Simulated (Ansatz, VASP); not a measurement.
# Two plane-wave programs on BiSb3O2

```xyz
6
Lattice="7.2451 0.0000 0.0000 -3.6226 6.2745 0.0000 0.0000 0.0000 3.2036" Properties=species:S:1:pos:R:3 pbc="T T T"
Sb   -1.8113    3.1372    2.9278
Sb    3.6226    0.0000    2.9278
Sb    1.8113    3.1372    2.9278
Bi    0.0000    0.0000    2.9758
O     3.6226    2.0915    2.4018
O     0.0000    4.1830    2.4018
```

Change from the starting cell: species swapped into the NaSn2Pd3 type (P6mm, No. 183).

Alike in both runs: task relaxation of cell and atoms; functional PBE; k mesh 6 × 6 × 12; occupations gaussian, width 0.1 eV; no spin polarisation.

|  | VASP | Ansatz |
| --- | --- | --- |
| version | VASP 6.6.1 | Ansatz 0.2.0 |
| potentials or method | VASP PAW PBE potentials, release 64 (Sb, Bi_d, O), cutoff 600 eV | scalar-relativistic, plane waves, PAW |
| valence electrons in the cell | 42 | 72 |

```csv
,VASP,Ansatz,Ansatz less VASP
"gap on the k mesh at the Fermi level, each at its own relaxed structure (eV)",none,none,-
relaxed volume (Å³/atom),24.89,24.99,+0.098
relaxed cell length with the largest relative difference (Å),7.389,7.400,+0.0112
```

A gap of «none» marks a metal or a gap that the smearing closes. VASP's potentials hold 42 valence electrons a cell and Ansatz's 72, so a difference there can come from the potentials and not from the codes.

Spin-orbit coupling is off throughout.
